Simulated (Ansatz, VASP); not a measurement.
**Si4S: VASP beside Ansatz**

```
Si S
1.0
     3.31053   -1.95653    0.55018
     3.31053    1.95653    0.55018
     0.82813    0.00000    8.14224
Si S
4 1
Direct
  0.29324 0.29324 0.51487
  0.12199 0.12199 0.02021
  0.75643 0.75643 0.11701
  0.66046 0.66046 0.41711
  0.07788 0.07788 0.76781
```

Alike in both runs: functional PBE; k mesh 5 × 5 × 2; occupations gaussian, width 0.2 eV; no spin polarisation.

Ansatz relaxed the structure, and its values are those at the end. VASP's run is a single point on that final structure, the one shown.

|  | VASP | Ansatz |
| --- | --- | --- |
| version | VASP 6.6.1 | Ansatz 0.2.0 |
| potentials or method | VASP PAW PBE potentials, release 64 (Si, S), cutoff 520 eV | scalar-relativistic, plane waves, PAW |
| valence electrons in the cell | 22 | 22 |

Ansatz gave:

* gap on the k mesh at the Fermi level (eV): 0.61
* least direct gap on the mesh (eV): 1.03
* pressure (GPa): 0.1
* rms of the force components (eV/Å): 0.008

Estimate VASP's values.

gap on the k mesh at the Fermi level (eV): 0.62; least direct gap on the mesh (eV): 1.04; pressure (GPa): 0.0; rms of the force components (eV/Å): 0.012.

The functional is the same, so the differences come from potentials, cutoffs and numerics.
